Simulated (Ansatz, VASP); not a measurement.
# Two plane-wave programs on Si2W

```
Si W
1.0
     4.63541    0.00000    0.00000
    -2.31771    4.01438    0.00000
     0.00000    0.00000    6.33151
Si W
6 3
Direct
  0.81498 0.62995 0.50000
  0.18502 0.81498 0.83333
  0.62995 0.81498 0.16667
  0.18502 0.37005 0.50000
  0.81498 0.18502 0.83333
  0.37005 0.18502 0.16667
  0.00000 0.50000 0.16667
  0.50000 0.50000 0.83333
  0.50000 0.00000 0.50000
```

Alike in both runs: task single point; functional LDA; k mesh 9 × 9 × 6; occupations gaussian, width 0.03 eV; no spin polarisation.

|  | VASP | Ansatz |
| --- | --- | --- |
| version | VASP 6.6.1 | Ansatz 0.2.0 |
| potentials or method | VASP PAW LDA potentials, release 64 (Si, W_sv), cutoff 520 eV | scalar-relativistic, plane waves, PAW |
| valence electrons in the cell | 66 | 66 |

```tsv
	VASP	Ansatz	Ansatz less VASP
gap on the k mesh at the Fermi level (eV)	0.27	0.27	-0.002
least direct gap on the mesh (eV)	0.41	0.40	-0.003
pressure (GPa)	7.8	7.1	-0.74
traceless stress, the component that is largest in VASP (GPa)	11.30	11.15	-0.152
rms of the force components (eV/Å)	1.151	1.143	-0.0073
```

Ansatz warns that its potentials were made for another functional, while VASP's fit it. LDA's correlation is that of Perdew and Zunger in VASP and of Perdew and Wang (1992) in Ansatz. Atom by atom the forces differ by 0.007 eV/Å (rms over components).

Spin-orbit coupling is off throughout.
